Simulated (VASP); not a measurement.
# Al: single point with PBEsol

The system is Al.

```
CELL_PARAMETERS angstrom
0.00000 2.88801 2.88801
2.88801 0.00000 2.88801
2.88801 2.88801 0.00000
ATOMIC_POSITIONS crystal
Al 0.00000 0.00000 0.00000
```

```yaml
Program: VASP 6.6.1
Task: single point
Functional: PBEsol
Potentials_or_basis: VASP PAW PBE potentials, release 64 (Al)
Cutoff: 520 eV
k_mesh: 7 × 7 × 7
Occupations: methfessel-paxton, width 0.1 eV
Spin: no spin polarisation
```

```
Pressure : -6.5 GPa
```

Levels at points of the mesh, in eV from the Fermi level:
| k point | band 1 | band 2 | band 3 | band 4 |
| --- | --- | --- | --- | --- |
| (0.00, 0.00, 0.00) | -5.88 | 4.89 | 4.89 | 4.89 |

Run time: 10 s on 1 thread of Intel Xeon 8259CL, with other jobs on the host, peak memory 0.15 GiB.

Caveat: the PAW data sets were made with another functional, which shifts forces and pressure a little.
